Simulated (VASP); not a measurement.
Runs of VASP 6.6.1 on MgS. The structure is cubic, space group F-43m (No. 216). The conventional cell has a = 5.662 Å, b = 5.662 Å, c = 5.662 Å, α = 90.00°, β = 90.00°, γ = 90.00°. Within 3.2 Å of Mg (site symmetry -43m) lie 4 S at 2.45 Å. Within 3.2 Å of S (site symmetry -43m) lie 4 Mg at 2.45 Å. 

```csv
level,share of exact exchange,screening parameter,gap on the mesh (eV),pressure (GPa)
r2SCAN50,-,-,(b),(c)
PBE-based global hybrid,0.1,-,4.16,(a)
PBE-based screened hybrid,0.15,0.2078 1/Å,4.09,0.4
PBE-based global hybrid,0.35,-,5.98,-0.7
```

Alike in all rows: task single point; potentials or basis VASP PAW PBE potentials, release 64 (Mg, S); no spin polarisation; cell as given; k mesh 4 × 4 × 4; cutoff (eV) 520; smearing gaussian 0.01 eV.

Estimate the missing entries.

(a) 0.5; (b) 7.15; (c) -1.4.

Caveats: all runs use coarse meshes; the PAW data sets were made with another functional, which shifts forces and pressure a little.

A k mesh can miss the band edges.
